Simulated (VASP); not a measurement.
# Si (P6_3/mmc) in VASP: notebook, part 2 of 2

VASP 6.6.1. Earlier steps stand in the parts before.

## 4. Single point, PBE

This run uses another cell than the first one, of 20.44 Å³/atom.

INCAR reads:

```
SYSTEM = Si
  PREC = Accurate
  ENCUT = 520
  EDIFF = 1E-6
  ISMEAR = 0
  SIGMA = 0.01
  LREAL = .False.
  LASPH = .True.
  NELM = 80
  ALGO = Normal
  ISIF = 2
  LWAVE = .False.
  LCHARG = .False.
  GGA = PE
  NBANDS = 16
```

KPOINTS reads:

```
regular mesh
0
Gamma
  6 6 4
  0 0 0
```

POSCAR reads:

```
Si
1.0
    3.8515735483      0.0000000000      0.0000000000
   -1.9257867742      3.3355605373      0.0000000000
    0.0000000000      0.0000000000      6.3645780700
Si
4
Direct
    0.3333333333      0.6666666667      0.0004225454
    0.6666666667      0.3333333333      0.5004225454
    0.3333333333      0.6666666667      0.3745774546
    0.6666666667      0.3333333333      0.8745774546
```

Potentials or basis: VASP PAW PBE potentials, release 64 (Si).

Command:

```bash
$ cat potpaw_PBE.64/Si/POTCAR > POTCAR
$ mpirun -np 1 vasp_std > vasp.out
```

OUTCAR:

```text
SYSTEM = Si
   PREC = Accurate
   ENCUT = 520
   EDIFF = 1E-6
   ISMEAR = 0
   LREAL = .False.
   LASPH = .True.
   NELM = 80
   ISIF = 2
   GGA = PE

 ion  position               nearest neighbor table
   1  0.333  0.667  0.000-   4 2.36   4 2.36   4 2.36   3 2.38
   2  0.667  0.333  0.500-   3 2.36   3 2.36   3 2.36   4 2.38
   3  0.333  0.667  0.375-   2 2.36   2 2.36   2 2.36   1 2.38
   4  0.667  0.333  0.875-   1 2.36   1 2.36   1 2.36   2 2.38

  LATTYP: Found a hexagonal cell.
 ALAT       =     3.8515735483
 C/A-ratio  =     1.6524617770

  Lattice vectors:

 A1 = (   3.8515735483,   0.0000000000,   0.0000000000)
 A2 = (  -1.9257867742,   3.3355605373,   0.0000000000)
 A3 = (   0.0000000000,   0.0000000000,   6.3645780700)

Analysis of symmetry for initial positions (statically):
=====================================================================
 Subroutine PRICEL returns:
 Original cell was already a primitive cell.

 Routine SETGRP: Setting up the symmetry group for a
 hexagonal supercell.

 Subroutine GETGRP returns: Found 24 space group operations
 (whereof  6 operations were pure point group operations)
 out of a pool of 24 trial point group operations.

The static configuration has the point symmetry C_3v.
 The point group associated with its full space group is D_6h.

Analysis of symmetry for dynamics (positions and initial velocities):
=====================================================================
 Subroutine PRICEL returns:
 Original cell was already a primitive cell.

 Routine SETGRP: Setting up the symmetry group for a
 hexagonal supercell.

 Subroutine GETGRP returns: Found 24 space group operations
 (whereof  6 operations were pure point group operations)
 out of a pool of 24 trial point group operations.

The dynamic configuration has the point symmetry C_3v.
 The point group associated with its full space group is D_6h.

 Subroutine INISYM returns: Found 24 space group operations
 (whereof  6 operations are pure point group operations),
 and found     1 'primitive' translations

----------------------------------------------------------------------------------------

                                     Primitive cell

  volume of cell :      81.7667

  direct lattice vectors                    reciprocal lattice vectors
     3.851573548  0.000000000  0.000000000     0.259634144  0.149899843  0.000000000
    -1.925786774  3.335560537  0.000000000     0.000000000  0.299799685  0.000000000
     0.000000000  0.000000000  6.364578070     0.000000000  0.000000000  0.157119606

  length of vectors
     3.851573548  3.851573548  6.364578070     0.299799685  0.299799685  0.157119606

  position of ions in fractional coordinates (direct lattice)
     0.333333333  0.666666667  0.000422545
     0.666666667  0.333333333  0.500422545
     0.333333333  0.666666667  0.374577455
     0.666666667  0.333333333  0.874577455

  ion indices of the primitive-cell ions
   primitive index   ion index
                 1           1
                 2           2
                 3           3
                 4           4

----------------------------------------------------------------------------------------

[... 26 lines left out ...]
  0.000000  0.000000  0.000000      1.000000
  0.166667 -0.000000  0.000000      6.000000
  0.333333  0.000000  0.000000      6.000000
  0.500000  0.000000  0.000000      3.000000
  0.166667  0.166667  0.000000      6.000000
  0.333333  0.166667  0.000000     12.000000
[... 13 lines left out ...]
  0.333333  0.166667  0.500000     12.000000
  0.333333  0.333333  0.500000      2.000000
   k-points           NKPTS =     21   k-points in BZ     NKDIM =     21   number of bands    NBANDS=     16
   number of dos      NEDOS =    301   number of ions     NIONS =      4
   total plane-waves  NPLWV =  43200
   dimension x,y,z NGX =    30 NGY =   30 NGZ =   48
   dimension x,y,z NGXF=    60 NGYF=   60 NGZF=   96
   ions per type =               4
   NGX,Y,Z   is equivalent  to a cutoff of  12.95, 12.95, 12.54 a.u.
   NGXF,Y,Z  is equivalent  to a cutoff of  25.90, 25.90, 25.08 a.u.
 SYSTEM =  Si
   PREC   = accura    normal or accurate (medium, high low for compatibility)
   ISTART =      0    job   : 0-new  1-cont  2-samecut
   ICHARG =      2    charge: 1-file 2-atom 10-const
   ISPIN  =      1    spin polarized calculation?
   LNONCOLLINEAR =      F non collinear calculations
   LSORBIT =      F    spin-orbit coupling
   LASPH  =      T    aspherical Exc in radial PAW
   ENCUT  =  520.0 eV  38.22 Ry    6.18 a.u.   7.16  7.16 11.83*2*pi/ulx,y,z
   NELM   =     80;   NELMIN=  2; NELMDL= -5     # of ELM steps
   EDIFF  = 0.1E-05   stopping-criterion for ELM
   LREAL  =      F    real-space projection
   EDIFFG = 0.1E-04   stopping-criterion for IOM
   NSW    =      0    number of steps for IOM
   IBRION =     -1    ionic relax: 0-MD 1-quasi-New 2-CG
   NFREE  =      0    steps in history (QN), initial steepest desc. (CG)
   ISIF   =      2    stress and relaxation
   ISYM   =      2    0-nonsym 1-usesym 2-fastsym
   POTIM  = 0.5000    time-step for ionic-motion
   TEBEG  =    0.0;   TEEND  =   0.0 temperature during run
   PSTRESS=    0.0 pullay stress
   NELECT =      16.0000    total number of electrons
   NUPDOWN=      -1.0000    fix difference up-down
   EMIN   =  10.00;   EMAX   =-10.00  energy-range for DOS
   EFERMI =   0.00;   METHOD = LEGACY
   ISMEAR =     0;   SIGMA  =   0.01  broadening in eV -4-tet -1-fermi 0-gaus
   EFERMI_NEDOS =   21; number of points for ismear=-14 and -15
   IALGO  =     38    algorithm
   IMIX   =      4    mixing-type and parameters
     AMIX     =   0.40;   BMIX     =  1.00
     AMIX_MAG =   1.60;   BMIX_MAG =  1.00
  volume/ion in A,a.u.               =      20.44       137.95
  Fermi-wavevector in a.u.,A,eV,Ry     =   0.950435  1.796063 12.290517  0.903327
  Thomas-Fermi vector in A             =   2.078812
   LORBIT       =      0    0 simple, 1 ext, 2 COOP (PROOUT), +10 PAW based schemes
   GGA     = PE    functional components
   LHFCALC =     F    Hartree Fock is set to
   AEXX    =    0.0000 exact exchange contribution
   IVDW    =     0    specifies the selected vdW correction
   LEPSILON=     F    determine dielectric tensor
   LRPA    =     F    only Hartree local field effects (RPA)
 non-spin polarized calculation
 Gauss-broadening in eV      SIGMA  =   0.01
  energy-cutoff  :      520.00
  volume of cell :       81.77
 maximum number of plane-waves:      2223
 NGX is ok and might be reduce to    30
   NGX = 15   NGY = 15   NGZ = 23

 number of electron      16.0000001 magnetization

 Free energy of the ion-electron system (eV)
  ---------------------------------------------------
  ext. energy  EPLUGINS =         0.00000000
  ---------------------------------------------------
  free energy    TOTEN  =       -21.62995705 eV

  energy without entropy =      -21.62995705  energy(sigma->0) =      -21.62995705

 E-fermi :   5.9504     XC(G=0):  -9.3204

 val. band max:        5.8663541290   @ k =   0.0000   0.0000   0.0000
 cond. band min:       6.3171446038   @ k =   0.5000   0.0000   0.0000
 fundamental gap:      0.4507904748
 Fermi energy:         5.9504459415

 k-point     1 :       0.0000    0.0000    0.0000
  band No.  band energies     occupation
      1      -6.2087      2.00000
      2      -3.9637      2.00000
      3      -1.2599      2.00000
      4       4.3732      2.00000
      5       4.3732      2.00000
      6       5.5321      2.00000
[... 376 lines left out ...]
      3      -1.4876      2.00000
      4      -1.4876      2.00000
      5       1.4734      2.00000
      6       1.4734      2.00000
[... 8 lines left out ...]
     15      12.1541      0.00000
     16      12.1541      0.00000

------------------------ aborting loop because EDIFF is reached ----------------------------------------

  FORCE on cell =-STRESS in cart. coord.  units (eV):
  Direction    XX          YY          ZZ          XY          YZ          ZX
  --------------------------------------------------------------------------------------
  -------------------------------------------------------------------------------------
  Total        0.0272733      0.0272733     -0.0896277     -0.0000000     -0.0000000      0.0000000
  in kB        0.5344067      0.5344067     -1.7562090     -0.0000000     -0.0000000      0.0000000
  external PRESSURE =      -0.2291319 kB  Pullay stress =       0.0000000 kB

 VOLUME and BASIS-vectors are now :
 -----------------------------------------------------------------------------
  energy-cutoff  :      520.00
  volume of cell :       81.77
      direct lattice vectors                 reciprocal lattice vectors
     3.851573548  0.000000000  0.000000000     0.259634144  0.149899843  0.000000000
    -1.925786774  3.335560537  0.000000000     0.000000000  0.299799685  0.000000000
     0.000000000  0.000000000  6.364578070     0.000000000  0.000000000  0.157119606

 POSITION                                       TOTAL-FORCE (eV/Angst)
 -----------------------------------------------------------------------------------
     -0.00000      2.22371      0.00269        -0.000000      0.000000     -0.008586
      1.92579      1.11185      3.18498         0.000000     -0.000000     -0.008586
     -0.00000      2.22371      2.38403        -0.000000      0.000000      0.008586
      1.92579      1.11185      5.56632         0.000000     -0.000000      0.008586
 -----------------------------------------------------------------------------------
    total drift:                               -0.000000      0.000000     -0.000000

  FREE ENERGIE OF THE ION-ELECTRON SYSTEM (eV)
  ---------------------------------------------------
  free  energy   TOTEN  =       -21.6299570531 eV

  energy  without entropy=      -21.6299570531  energy(sigma->0) =      -21.62995705
```

It took 37 s on 1 thread of Intel Xeon 8259CL, shared host; peak memory 0.19 GiB.

What came out:

```
Free energy            : -21.6300 eV
Pressure               : 0.0 GPa
Largest force          : 0.009 eV/Å
Band gap on the k mesh : 0.45 eV (least direct gap 0.99 eV)
```

Forces on the atoms (eV/Å):
```
Si   0.000  0.000 -0.009
Si   0.000  0.000 -0.009
Si   0.000  0.000  0.009
Si   0.000  0.000  0.009
```

Levels at points of the mesh, in eV from the valence-band top:
```
           k point  band 6  band 7  band 8  band 9  band 10  band 11
(0.00, 0.00, 0.00)   -0.33    0.00    0.00    0.99     2.01     2.01
(0.50, 0.00, 0.00)   -3.00   -2.92   -1.42    0.45     2.32     3.02
(0.00, 0.00, 0.50)   -0.91   -0.91   -0.91    1.77     1.77     2.98
(0.50, 0.00, 0.50)   -2.41   -2.38   -2.38    0.92     0.92     1.70
```

A k mesh can miss the band edges.

## 5. Overview

```csv
cell,gap on the mesh (eV),pressure (GPa),largest force (eV/Å)
"a = 3.773, b = 3.773, c = 6.235 Å, angles 90.0, 90.0, 120.0°, 4 atoms",0.31,6.3,0.02
"a = 3.813, b = 3.813, c = 6.300 Å, angles 90.0, 90.0, 120.0°, 4 atoms",0.38,2.9,-
"a = 3.852, b = 3.852, c = 6.365 Å, angles 90.0, 90.0, 120.0°, 4 atoms",0.45,0.0,0.01
```

Alike in all rows: task single point; level PBE; potentials or basis VASP PAW PBE potentials, release 64 (Si); no spin polarisation; k mesh 6 × 6 × 4; cutoff (eV) 520; smearing gaussian 0.01 eV.

Caveats: the cell stands under pressure (at least some runs).

Absolute energies hang on the potentials; compare differences alone.
